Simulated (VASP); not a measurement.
Set up this calculation in VASP 6.6.1, as the native input.

- Task: single point
- Functional: RPBE
- Potentials or basis: VASP PAW PBE potentials, release 64 (Nb_sv)
- Cutoff: 520 eV
- k mesh: 11 × 11 × 11
- Occupations: fermi-dirac, width 0.05 eV
- Spin: no spin polarisation
- Dipole correction: no
- Further INCAR settings: ALGO = Normal; EDIFF = 1e-06; NBANDS = 12

The structure of Nb lies in POSCAR:

```
Nb
1.0
    0.0000000000      2.1150000000      2.1150000000
    2.1150000000      0.0000000000      2.1150000000
    2.1150000000      2.1150000000      0.0000000000
Nb
1
Direct
    0.0000000000      0.0000000000      0.0000000000
```

One way to write it, as run:

INCAR

```
PREC = Accurate
ENCUT = 520
EDIFF = 1E-6
ISMEAR = -1
SIGMA = 0.05
LREAL = F
LASPH = T
NELM = 80
ALGO = Normal
ISIF = 2
LWAVE = F
LCHARG = F
GGA = RP
NBANDS = 12
```

KPOINTS

```
regular mesh
0
Gamma
  11 11 11
```

Potentials or basis: VASP PAW PBE potentials, release 64 (Nb_sv).

Run with:

```console
$ cat potpaw_PBE.64/Nb_sv/POTCAR > POTCAR
$ mpirun -np 1 vasp_std > vasp.out
```

Results of the run:

- Pressure: 0.6 GPa

Caveat: the PAW data sets were made with another functional, which shifts forces and pressure a little.

Run time: 18 s on 1 thread of Intel(R) Xeon(R) Platinum 8259CL CPU @ 2.50GHz (Skylake/Cascade Lake), on a shared host, peak memory 0.14 GiB.
